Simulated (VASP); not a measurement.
Set up this calculation in VASP 6.6.1, as the native input.

- Task: single point
- Functional: PBEsol
- Dispersion: D3(BJ)
- Potentials or basis: VASP PAW PBE potentials, release 64 (Sn_d, O)
- Cutoff: 520 eV
- k mesh: 12 × 12 × 4
- Occupations: gaussian, width 0.05 eV
- Spin: no spin polarisation
- Dipole correction: no
- Further INCAR settings: ALGO = Normal; EDIFF = 1e-06; NBANDS = 35

The structure of SnO2 lies in POSCAR:

```
SnO2
1.0
    3.1515650761      0.0000000000      0.0000000000
   -1.5757825380      2.7293354175      0.0000000000
    0.0000000000      0.0000000000     10.0294849332
Sn O
2 4
Direct
   -0.1948457596      0.0000000000      0.5000000000
    0.1948457596      0.0000000000      0.0000000000
    0.4690545010      0.3333333333      0.4003665319
    0.8642788324      0.3333333333      0.0996334681
    0.1357211676      0.6666666667      0.5996334681
    0.5309454990      0.6666666667      0.9003665319
```

This cell differs from its parent crystal: atoms displaced along a vibrational mode, the cell strained.

One way to write it, as run:

INCAR

```
ALGO     = Normal         # electronic algorithm
EDIFF    = 1E-6           # SCF threshold, eV
ENCUT    = 520            # plane-wave cutoff, eV
GGA      = PS             # functional
ISIF     = 2              # what is computed and relaxed
ISMEAR   = 0              # smearing method
IVDW     = 12             # dispersion correction
LASPH    = T              # aspherical terms in the spheres
LCHARG   = F              # write CHGCAR
LREAL    = F              # projectors in reciprocal space
LWAVE    = F              # write WAVECAR
NBANDS   = 35             # bands
NELM     = 100            # most SCF steps
PREC     = Accurate       # precision mode
SIGMA    = 0.05           # smearing width, eV
```

KPOINTS

```
k-points
0
Gamma
  12 12 4
```

Potentials or basis: VASP PAW PBE potentials, release 64 (Sn_d, O).

Launch:

```bash
$ cat potpaw_PBE.64/Sn_d/POTCAR potpaw_PBE.64/O/POTCAR > POTCAR
$ mpirun -np 1 vasp_std > vasp.out
```

Results of the run:

```yaml
Pressure: 4.4 GPa
Largest_force: 0.433 eV/Å
Band_gap_on_the_k_mesh: 2.44 eV (least direct gap 2.82 eV)
Dispersion_energy_per_atom: -0.158 eV
```

Caveat: the cell differs from its parent crystal (atoms displaced along a vibrational mode, the cell strained); the cell stands under pressure; the PAW data sets were made with another functional, which shifts forces and pressure a little; spin-orbit coupling is left out, which moves the levels of the heavy elements.

Wall time 3.7 min on 1 thread of Intel(R) Xeon(R) 6975P-C (Granite Rapids) (shared host), peak memory 0.42 GiB.
